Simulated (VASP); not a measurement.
HfB2:

```
CELL_PARAMETERS angstrom
3.07590 0.00000 0.00000
-1.53795 2.66381 0.00000
0.00000 0.00000 3.40896
ATOMIC_POSITIONS crystal
Hf 0.00000 0.00000 0.00000
B 0.66667 0.33333 0.50000
B 0.33333 0.66667 0.50000
```

This cell differs from its parent crystal: volume scaled by 0.94.

Base run:

- Program: VASP 6.6.1
- Functional: PBE
- Potentials or basis: VASP PAW PBE potentials, release 64 (Hf_pv, B)
- Cutoff: 520 eV
- k mesh: 10 × 10 × 8
- Occupations: fermi-dirac, width 0.05 eV
- Spin: no spin polarisation

Its results: band gap on the k mesh zero (band 8 reaches 8.79 eV, above the bottom of band 9 at 7.90 eV); pressure 19.0 GPa.

After a change of settings the same cell gave: band gap on the k mesh zero (band 8 reaches 8.76 eV, above the bottom of band 9 at 7.88 eV); pressure 7.1 GPa. Which change was it?
A. functional from PBE to r2SCAN
B. functional from PBE to PBEsol
C. functional from PBE to LDA; potentials or basis from VASP PAW PBE potentials, release 64 (Hf_pv, B) to VASP PAW LDA potentials, release 64 (Hf_pv, B)

C.

Caveats: spin-orbit coupling is left out, which moves the levels of the heavy elements.
